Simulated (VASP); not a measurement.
# Zn in VASP: settings compared

Zn is run at these levels: r2SCAN, PBEsol; tasks: single point.

Program: VASP 6.6.1. These are calculated values, not measurements. Logs are shortened: lines on timing, memory, paths and dates and some standing lists are left out, and cuts for length are marked.

### Step 1. The cell of the first run

It takes space group Im-3m (No. 229, cubic). The conventional cell has a = 3.096 Å, b = 3.096 Å, c = 3.096 Å, α = 90.00°, β = 90.00°, γ = 90.00°. Within 3.5 Å of Zn (site symmetry m-3m) lie 14 Zn at 2.68 to 3.10 Å.

### Step 2. Single point, r2SCAN

The input, POSCAR:

```
Zn
1.0
   -1.5478311978      1.5478311978      1.5478311978
    1.5478311978     -1.5478311978      1.5478311978
    1.5478311978      1.5478311978     -1.5478311978
Zn
1
Direct
    0.0000000000      0.0000000000      0.0000000000
```

The input, INCAR.step1:

```
PREC = Accurate
ENCUT = 520
ISMEAR = -1
SIGMA = 0.05
LREAL = F
LASPH = T
NELM = 80
NBANDS = 12
GGA = PE
ALGO = Normal
EDIFF = 1E-4
LWAVE = T
LCHARG = F
```

The input, INCAR.step2:

```
PREC = Accurate
ENCUT = 520
EDIFF = 1E-7
ISMEAR = -1
SIGMA = 0.05
LREAL = F
LASPH = T
NELM = 80
ALGO = Normal
ISIF = 2
LWAVE = F
LCHARG = F
METAGGA = R2SCAN
LMIXTAU = T
NBANDS = 12
ISTART = 1
```

The input, KPOINTS:

```
regular mesh
0
Gamma
  12 12 12
```

Potentials or basis: VASP PAW PBE potentials, release 64 (Zn).

On the command line:

```
$ cat potpaw_PBE.64/Zn/POTCAR > POTCAR
$ cp INCAR.step1 INCAR
$ mpirun -np 1 vasp_std > vasp.out
$ cp INCAR.step2 INCAR
$ mpirun -np 1 vasp_std > vasp.out
```

OUTCAR:

```text
PREC = Accurate
   ENCUT = 520
   EDIFF = 1E-7
   ISMEAR = -1
   LREAL = F
   LASPH = T
   NELM = 80
   ISIF = 2
   METAGGA = R2SCAN
   ISTART = 1

 ion  position               nearest neighbor table
   1  0.000  0.000  0.000-

  LATTYP: Found a body centered cubic cell.
 ALAT       =     3.0956623956

  Lattice vectors:

 A1 = (  -1.5478311978,   1.5478311978,   1.5478311978)
 A2 = (   1.5478311978,  -1.5478311978,   1.5478311978)
 A3 = (   1.5478311978,   1.5478311978,  -1.5478311978)

Analysis of symmetry for initial positions (statically):
=====================================================================
 Subroutine PRICEL returns:
 Original cell was already a primitive cell.

 Routine SETGRP: Setting up the symmetry group for a
 body centered cubic supercell.

 Subroutine GETGRP returns: Found 48 space group operations
 (whereof 48 operations were pure point group operations)
 out of a pool of 48 trial point group operations.

The static configuration has the point symmetry O_h .

Analysis of symmetry for dynamics (positions and initial velocities):
=====================================================================
 Subroutine PRICEL returns:
 Original cell was already a primitive cell.

 Routine SETGRP: Setting up the symmetry group for a
 body centered cubic supercell.

 Subroutine GETGRP returns: Found 48 space group operations
 (whereof 48 operations were pure point group operations)
 out of a pool of 48 trial point group operations.

The dynamic configuration has the point symmetry O_h .

 Subroutine INISYM returns: Found 48 space group operations
 (whereof 48 operations are pure point group operations),
 and found     1 'primitive' translations

----------------------------------------------------------------------------------------

                                     Primitive cell

  volume of cell :      14.8331

  direct lattice vectors                    reciprocal lattice vectors
    -1.547831198  1.547831198  1.547831198     0.000000000  0.323032641  0.323032641
     1.547831198 -1.547831198  1.547831198     0.323032641  0.000000000  0.323032641
     1.547831198  1.547831198 -1.547831198     0.323032641  0.323032641  0.000000000

  length of vectors
     2.680922276  2.680922276  2.680922276     0.456837142  0.456837142  0.456837142

  position of ions in fractional coordinates (direct lattice)
     0.000000000  0.000000000  0.000000000

  ion indices of the primitive-cell ions
   primitive index   ion index
                 1           1

----------------------------------------------------------------------------------------

 KPOINTS: regular mesh

Automatic generation of k-mesh.
 Grid dimensions read from file:
 generate k-points for:   12   12   12

 Generating k-lattice:

  Cartesian coordinates                     Fractional coordinates (reciprocal lattice)
     0.000000000  0.026919387  0.026919387     0.083333333  0.000000000  0.000000000
     0.026919387  0.000000000  0.026919387     0.000000000  0.083333333  0.000000000
     0.026919387  0.026919387  0.000000000     0.000000000  0.000000000  0.083333333

  Length of vectors
     0.038069762  0.038069762  0.038069762

  Shift w.r.t. Gamma in fractional coordinates (k-lattice)
     0.000000000  0.000000000  0.000000000

 Subroutine IBZKPT returns following result:
 ===========================================

 Found     72 irreducible k-points:

 Following reciprocal coordinates:
            Coordinates               Weight
  0.000000  0.000000  0.000000      1.000000
  0.083333  0.000000  0.000000     12.000000
  0.166667  0.000000  0.000000     12.000000
  0.250000  0.000000  0.000000     12.000000
  0.333333  0.000000  0.000000     12.000000
  0.416667  0.000000  0.000000     12.000000
[... 16 lines left out ...]
  0.333333  0.083333  0.083333     24.000000
  0.416667  0.083333  0.083333     12.000000
 [... further k-points ...]
   k-points           NKPTS =     72   k-points in BZ     NKDIM =     72   number of bands    NBANDS=     12
   number of dos      NEDOS =    301   number of ions     NIONS =      1
   total plane-waves  NPLWV =   8000
   dimension x,y,z NGX =    20 NGY =   20 NGZ =   20
   dimension x,y,z NGXF=    40 NGYF=   40 NGZF=   40
   ions per type =               1
   NGX,Y,Z   is equivalent  to a cutoff of  12.40, 12.40, 12.40 a.u.
   NGXF,Y,Z  is equivalent  to a cutoff of  24.80, 24.80, 24.80 a.u.
 SYSTEM =  unknown system
   PREC   = accura    normal or accurate (medium, high low for compatibility)
   ISTART =      1    job   : 0-new  1-cont  2-samecut
   ICHARG =      0    charge: 1-file 2-atom 10-const
   ISPIN  =      1    spin polarized calculation?
   LNONCOLLINEAR =      F non collinear calculations
   LSORBIT =      F    spin-orbit coupling
   LASPH  =      T    aspherical Exc in radial PAW
   ENCUT  =  520.0 eV  38.22 Ry    6.18 a.u.   4.98  4.98  4.98*2*pi/ulx,y,z
   NELM   =     80;   NELMIN=  2; NELMDL=  0     # of ELM steps
   EDIFF  = 0.1E-06   stopping-criterion for ELM
   LREAL  =      F    real-space projection
   EDIFFG = 0.1E-05   stopping-criterion for IOM
   NSW    =      0    number of steps for IOM
   IBRION =     -1    ionic relax: 0-MD 1-quasi-New 2-CG
   NFREE  =      0    steps in history (QN), initial steepest desc. (CG)
   ISIF   =      2    stress and relaxation
   ISYM   =      2    0-nonsym 1-usesym 2-fastsym
   POTIM  = 0.5000    time-step for ionic-motion
   TEBEG  =    0.0;   TEEND  =   0.0 temperature during run
   PSTRESS=    0.0 pullay stress
   NELECT =      12.0000    total number of electrons
   NUPDOWN=      -1.0000    fix difference up-down
   EMIN   =  10.00;   EMAX   =-10.00  energy-range for DOS
   EFERMI =   0.00;   METHOD = LEGACY
   ISMEAR =    -1;   SIGMA  =   0.05  broadening in eV -4-tet -1-fermi 0-gaus
   EFERMI_NEDOS =   21; number of points for ismear=-14 and -15
   IALGO  =     38    algorithm
   IMIX   =      4    mixing-type and parameters
     AMIX     =   0.40;   BMIX     =  1.00
     AMIX_MAG =   1.60;   BMIX_MAG =  1.00
  volume/ion in A,a.u.               =      14.83       100.10
  Fermi-wavevector in a.u.,A,eV,Ry     =   1.525428  2.882641 31.659804  2.326930
  Thomas-Fermi vector in A             =   2.633599
   LORBIT       =      0    0 simple, 1 ext, 2 COOP (PROOUT), +10 PAW based schemes
   METAGGA = R2SCAN    functional components
   LHFCALC =     F    Hartree Fock is set to
   AEXX    =    0.0000 exact exchange contribution
   IVDW    =     0    specifies the selected vdW correction
   LEPSILON=     F    determine dielectric tensor
   LRPA    =     F    only Hartree local field effects (RPA)
 non-spin polarized calculation
  energy-cutoff  :      520.00
  volume of cell :       14.83
 maximum number of plane-waves:       420
   NGX =  9   NGY =  9   NGZ =  9

 number of electron      12.0000015 magnetization

 Free energy of the ion-electron system (eV)
  ---------------------------------------------------
  ext. energy  EPLUGINS =         0.00000000
  ---------------------------------------------------
  free energy    TOTEN  =        -8.79353646 eV

  energy without entropy =       -8.79023831  energy(sigma->0) =       -8.79188739

 E-fermi :   3.3114     XC(G=0): -12.8359

 val. band max:        3.1743582833   @ k =   0.3333   0.2500   0.0833
 cond. band min:       3.3158204551   @ k =   0.4167   0.0833   0.0000
 fundamental gap:      0.1414621719
 Fermi energy:         3.3113827840

 k-point     1 :       0.0000    0.0000    0.0000
  band No.  band energies     occupation
      1      -7.9136      2.00000
      2      -4.9424      2.00000
      3      -4.9423      2.00000
      4      -4.9423      2.00000
      5      -4.4056      2.00000
      6      -4.4056      2.00000
      7      24.1164      0.00000
      8      24.1164      0.00000
      9      24.1165      0.00000
     10      25.3332      0.00000
     11      25.3333      0.00000
     12      25.3333      0.00000

 k-point     2 :       0.0833    0.0000    0.0000
  band No.  band energies     occupation
      1      -7.6778      2.00000
      2      -4.9650      2.00000
      3      -4.9377      2.00000
      4      -4.8869      2.00000
      5      -4.4263      2.00000
      6      -4.4042      2.00000
      7      20.8129      0.00000
      8      22.4406      0.00000
      9      22.9249      0.00000
     10      23.8555      0.00000
     11      24.1251      0.00000
     12      25.2054      0.00000

 k-point     3 :       0.1667    0.0000    0.0000
  band No.  band energies     occupation
      1      -6.9983      2.00000
      2      -5.0268      2.00000
      3      -4.9123      2.00000
      4      -4.7320      2.00000
      5      -4.4655      2.00000
      6      -4.3996      2.00000
      7      16.2453      0.00000
      8      20.2085      0.00000
      9      20.9285      0.00000
     10      22.2183      0.00000
     11      23.1104      0.00000
     12      25.9405      0.00000

 k-point     4 :       0.2500    0.0000    0.0000
  band No.  band energies     occupation
      1      -6.0848      2.00000
      2      -5.1108      2.00000
      3      -4.6849      2.00000
      4      -4.5122      2.00000
      5      -4.4804      2.00000
      6      -4.3915      2.00000
      7      11.9597      0.00000
      8      18.3004      0.00000
      9      19.2256      0.00000
     10      20.9583      0.00000
     11      22.2676      0.00000
     12      27.2450      0.00000

 k-point     5 :       0.3333    0.0000    0.0000
  band No.  band energies     occupation
      1      -5.6715      2.00000
      2      -5.1944      2.00000
      3      -4.4654      2.00000
      4      -4.3814      2.00000
      5      -4.2819      2.00000
      6      -3.5156      2.00000
      7       8.0573      0.00000
      8      16.8479      0.00000
      9      17.9625      0.00000
     10      20.0785      0.00000
     11      21.6802      0.00000
     12      29.0362      0.00000
[... 228 lines left out ...]
      1      -5.7436      2.00000
      2      -5.1229      2.00000
      3      -5.0122      2.00000
      4      -4.4520      2.00000
      5      -4.4048      2.00000
      6      -4.0165      2.00000
      7      12.3749      0.00000
      8      14.8982      0.00000
      9      15.1365      0.00000
     10      25.8434      0.00000
     11      26.2464      0.00000
     12      27.7873      0.00000

 k-point    22 :       0.2500    0.0833    0.0833
  band No.  band energies     occupation
      1      -5.4648      2.00000
      2      -5.2021      2.00000
      3      -4.6711      2.00000
      4      -4.4417      2.00000
      5      -4.3838      2.00000
      6      -2.8340      2.00000
      7       8.4888      0.00000
      8      13.6492      0.00000
      9      14.0102      0.00000
     10      24.8470      0.00000
     11      25.6362      0.00000
     12      29.5745      0.00000

 k-point    23 :       0.3333    0.0833    0.0833
  band No.  band energies     occupation
      1      -5.5037      2.00000
      2      -5.2563      2.00000
      3      -4.4235      2.00000
      4      -4.3939      2.00000
      5      -4.3711      2.00000
      6      -0.8746      2.00000
      7       5.0436      0.00000
      8      12.8725      0.00000
      9      13.3272      0.00000
     10      24.2315      0.00000
     11      25.2215      0.00000
     12      31.7783      0.00000

 k-point    24 :       0.4167    0.0833    0.0833
  band No.  band energies     occupation
      1      -5.5305      2.00000
      2      -5.2754      2.00000
      3      -4.4131      2.00000
      4      -4.3669      2.00000
      5      -4.3071      2.00000
      6       0.9940      2.00000
      7       2.6985      1.99999
      8      12.6080      0.00000
      9      13.0982      0.00000
     10      24.0256      0.00000
     11      25.0802      0.00000
     12      33.4392      0.00000

 [... further k-points ...]
[... 5 lines left out ...]
  --------------------------------------------------------------------------------------
  -------------------------------------------------------------------------------------
  Total       -0.1887527     -0.1887527     -0.1887527      0.0000000      0.0000000     -0.0000000
  in kB      -20.3879272    -20.3879272    -20.3879272      0.0000000      0.0000000     -0.0000000
  external PRESSURE =     -20.3879272 kB  Pullay stress =       0.0000000 kB

 VOLUME and BASIS-vectors are now :
 -----------------------------------------------------------------------------
  energy-cutoff  :      520.00
  volume of cell :       14.83
      direct lattice vectors                 reciprocal lattice vectors
    -1.547831198  1.547831198  1.547831198     0.000000000  0.323032641  0.323032641
     1.547831198 -1.547831198  1.547831198     0.323032641  0.000000000  0.323032641
     1.547831198  1.547831198 -1.547831198     0.323032641  0.323032641  0.000000000

 POSITION                                       TOTAL-FORCE (eV/Angst)
 -----------------------------------------------------------------------------------
      0.00000      0.00000      0.00000        -0.000000      0.000000     -0.000000
 -----------------------------------------------------------------------------------
    total drift:                                0.000000     -0.000000      0.000000

  FREE ENERGIE OF THE ION-ELECTRON SYSTEM (eV)
  ---------------------------------------------------
  free  energy   TOTEN  =        -8.7935364645 eV

  energy  without entropy=       -8.7902383138  energy(sigma->0) =       -8.79188739
```

Run time: 90 s. Hardware: 1 thread of Intel Xeon 8259CL, shared host; peak memory 0.13 GiB.

Results:

| Item | Value |
| --- | --- |
| Free energy | -8.7935 eV |
| Pressure | -2.0 GPa |
| Band gap on the k mesh | zero (band 6 reaches 7.79 eV, above the bottom of band 7 at 2.40 eV) |

Caveat: the PAW data sets were made with another functional, which shifts forces and pressure a little.

(Continued in part 2 of 2.)
